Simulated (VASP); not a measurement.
Runs of VASP 6.6.1 on ZrC. The structure is that of space group Fm-3m (No. 225), or close to it. The cells are those of the table. 

```tsv
task	level	potentials or basis	spin	cell	cutoff (eV)	smearing	gap on the mesh (eV)	pressure (GPa)
single point	PBE	VASP PAW PBE potentials, release 64 (Zr_sv, C)	off	a = 3.389 Å, angles 60.0°, 2 atoms	520	fermi-dirac 0.05 eV	none	-10.3
relaxation of cell and atoms	BLYP+D3(BJ)	VASP PAW PBE potentials, release 64 (Zr_sv, C)	off	relaxed from a = 3.345 Å, angles 60.0°, 2 atoms	600	fermi-dirac 0.05 eV	none	-0.1
single point	PBE	VASP PAW PBE potentials, release 64 (Zr_sv, C)	off	a = 3.345 Å, angles 60.0°, 2 atoms	520	fermi-dirac 0.1 eV	none	-2.7
single point	PBE	VASP PAW PBE potentials, release 64 (Zr_sv, C)	off	a = 3.299 Å, angles 60.0°, 2 atoms	520	fermi-dirac 0.05 eV	none	(b)
single point	LDA	VASP PAW LDA potentials, release 64 (Zr_sv, C)	off	a = 3.389 Å, angles 60.0°, 2 atoms	520	fermi-dirac 0.05 eV	none	-19.0
single point	BLYP+D4	VASP PAW PBE potentials, release 64 (Zr_sv, C)	off	a = 3.345 Å, angles 60.0°, 2 atoms	520	fermi-dirac 0.15 eV	none	(a)
single point	revPBE	VASP PAW PBE potentials, release 64 (Zr_sv, C)	collinear, ferromagnetic start	a = 3.345 Å, angles 60.0°, 2 atoms	520	methfessel-paxton 0.005 eV	none	-0.4
single point	LDA	VASP PAW LDA potentials, release 64 (Zr_sv, C)	off	a = 3.345 Å, angles 60.0°, 2 atoms	520	fermi-dirac 0.05 eV	none	-11.9
```

Alike in all rows: k mesh 10 × 10 × 10.

**Question.** Fill in the values left out.

**Answer.** (a) -1.5; (b) 6.7.

Caveats: the PAW data sets were made with another functional, which shifts forces and pressure a little (some runs); pairwise dispersion overbinds metals, which lowers pressure and volume (some runs).

A k mesh can miss the band edges, and the runs leave out spin-orbit coupling on Zr.

A gap of «none» marks levels without a gap at the run's occupations.
